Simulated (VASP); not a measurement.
Runs of VASP 6.6.1 on TaS2. The structure is that of space group P-3m1 (No. 164), or close to it. The cells are those of the table. 

```tsv
task	cell	cutoff (eV)	gap on the mesh (eV)	pressure (GPa)	largest force (eV/Å)
single point	a = 3.350, b = 3.350, c = 6.036 Å, angles 90.0, 90.0, 120.0°, 3 atoms	500	none	(b)	0.14
electric field gradients	a = 3.328, b = 3.328, c = 5.821 Å, angles 90.0, 90.0, 120.0°, 3 atoms	400	none	4.8	1.18
electric field gradients	a = 3.350, b = 3.350, c = 5.684 Å, angles 90.0, 90.0, 120.0°, 3 atoms	400	none	6.4	(a)
electric field gradients	a = 3.394, b = 3.394, c = 5.937 Å, angles 90.0, 90.0, 120.0°, 3 atoms	400	none	-3.6	0.20
electric field gradients	a = 3.350, b = 3.350, c = 5.919 Å, angles 90.0, 90.0, 120.0°, 3 atoms	400	none	0.3	0.60
single point	a = 3.350, b = 3.350, c = 5.919 Å, angles 90.0, 90.0, 120.0°, 3 atoms	500	none	0.3	0.60
electric field gradients	a = 3.339, b = 3.339, c = 5.840 Å, angles 90.0, 90.0, 120.0°, 3 atoms	400	none	(c)	1.00
```

Alike in all rows: level LDA; potentials or basis VASP PAW LDA potentials, release 64 (Ta_pv, S); no spin polarisation; k mesh 9 × 9 × 5; smearing fermi-dirac 0.03 eV.

Q: Fill in the values left out.

A: (a) 1.56; (b) -2.4; (c) 3.2.

Caveats: spin-orbit coupling is left out, which moves the levels of the heavy elements; forces of over 1 eV/Å act on the atoms, so gaps and moduli don't describe the material at rest (some runs).

A k mesh can miss the band edges, and the runs leave out spin-orbit coupling on Ta.

A gap of «none» marks levels without a gap at the run's occupations.
